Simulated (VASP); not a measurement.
Input of a VASP 6.6.1 run:

INCAR

```
ALGO = Normal
EDIFF = 1E-6
EDIFFG = -0.04
ENCUT = 600
GGA = PE
IBRION = 2
ISIF = 3
ISMEAR = 0
LASPH = True
LCHARG = False
LREAL = False
LWAVE = False
NELM = 80
NSW = 90
PREC = Accurate
SIGMA = 0.1
```

KPOINTS

```
k-points
0
Gamma
  6 6 4
```

File POSCAR:

```
B2P
1.0
    3.7739008300     -1.3680793359      0.0000000000
    3.7739008300      1.3680793359      0.0000000000
   -3.0865819613      0.0000000000      5.4733325261
B P
4 2
Direct
    0.4059000000      0.4059000000      0.1084000000
    0.5941000000      0.5941000000      0.8916000000
    0.8600000000      0.8600000000      0.4720000000
    0.1400000000      0.1400000000      0.5280000000
    0.1574000000      0.1574000000      0.1965000000
    0.8426000000      0.8426000000      0.8035000000
```

Potentials or basis: VASP PAW PBE potentials, release 64 (B, P).

Command:

```sh
$ cat potpaw_PBE.64/B/POTCAR potpaw_PBE.64/P/POTCAR > POTCAR
$ mpirun -np 1 vasp_std > vasp.out
```

Question: Predict the relaxed volume.

Answer: 11.03 Å³/atom.

Question: Predict the relaxed cell.

Answer: a = 3.157 Å, b = 3.157 Å, c = 7.712 Å, α = 93.71°, β = 93.71°, γ = 59.75°.

Question: Predict the space group after relaxing (to 0.1 Å).

Answer: C2/m (No. 12).

Question: What does it give for the band gap on the k mesh?

Answer: Zero (bands 11 and 12 overlap by 3.22 eV).

Forces in eV/Å, atoms in the order of the input:
```
B    0.011  0.000  0.019
B   -0.011  0.000 -0.019
B    0.009  0.000 -0.035
B   -0.009  0.000  0.035
P    0.019  0.000 -0.015
P   -0.019  0.000  0.015
```

Caveat: the k points lie up to 0.38 Å⁻¹ apart in the final cell, too coarse for converged energies and pressures of a metal; the volume moved by over 15 % at a fixed basis, so the end points are rough.
